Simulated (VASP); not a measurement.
Wanted: the native input for a VASP 6.6.1 run.

| Quantity | Value |
| --- | --- |
| Task | single point |
| Functional | LDA |
| Potentials or basis | VASP PAW LDA potentials, release 64 (Ti_sv, Al) |
| Cutoff | 520 eV |
| k mesh | 16 × 16 × 16 |
| Occupations | gaussian, width 0.15 eV |
| Spin | no spin polarisation |
| Dipole correction | no |
| Further INCAR settings | ALGO = Fast; EDIFF = 1e-07; NBANDS = 14 |

The structure of TiAl lies in POSCAR:

```
TiAl
1.0
    3.2694274069      0.0000000000      0.0000000000
    0.0000000000      3.2694274069      0.0000000000
    0.0000000000      0.0000000000      2.7669164144
Ti Al
1 1
Direct
    0.0000000000      0.0000000000      0.0000000000
    0.5000000000      0.5000000000      0.5000000000
```

The input as run:

INCAR

```
  PREC = Accurate
  ENCUT = 520
  EDIFF = 1E-7
  ISMEAR = 0
  SIGMA = 0.15
  LREAL = F
  LASPH = T
  NELM = 100
  ALGO = Fast
  ISIF = 2
  LWAVE = F
  LCHARG = F
  GGA = CA
  NBANDS = 14
```

KPOINTS

```
Automatic mesh
0
Gamma
  16 16 16
```

Potentials or basis: VASP PAW LDA potentials, release 64 (Ti_sv, Al).

Run with:

```bash
$ cat potpaw_LDA.64/Ti_sv/POTCAR potpaw_LDA.64/Al/POTCAR > POTCAR
$ mpirun -np 1 vasp_std > vasp.out
```

Results of the run:

```
Pressure               : 5.2 GPa
Band gap on the k mesh : zero (an odd number of electrons rules out a gap without spin polarisation)
```

Caveat: the cell stands under pressure.

It took 2.8 min on 1 thread of AMD EPYC 9R45 96-Core Processor (Zen 5), with other jobs on the host, peak memory 0.24 GiB.
